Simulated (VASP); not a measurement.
Runs of VASP 6.6.1 on InP. The structure is that of space group I-4m2 (No. 119), or close to it. The cells are those of the table. 

| cell | gap on the mesh (eV) | pressure (GPa) |
| --- | --- | --- |
| a = 3.961, b = 3.961, c = 6.323 Å, 4 atoms | 0.47 | (b) |
| a = 4.046, b = 4.046, c = 6.204 Å, 4 atoms | 0.49 | (a) |
| a = 4.046, b = 4.046, c = 6.103 Å, 4 atoms | 0.62 | 3.7 |
| a = 3.961, b = 3.961, c = 6.174 Å, 4 atoms | 0.69 | 6.1 |

Alike in all rows: task single point; level PBE; potentials or basis VASP PAW PBE potentials, release 64 (In_d, P); no spin polarisation; k mesh 8 × 8 × 6; cutoff (eV) 520; smearing gaussian 0.02 eV.

Q: Fill in the values left out.

A: (a) 2.5; (b) 4.0.

Caveats: spin-orbit coupling is left out, which moves the levels of the heavy elements.

A k mesh can miss the band edges, and the runs leave out spin-orbit coupling on In.
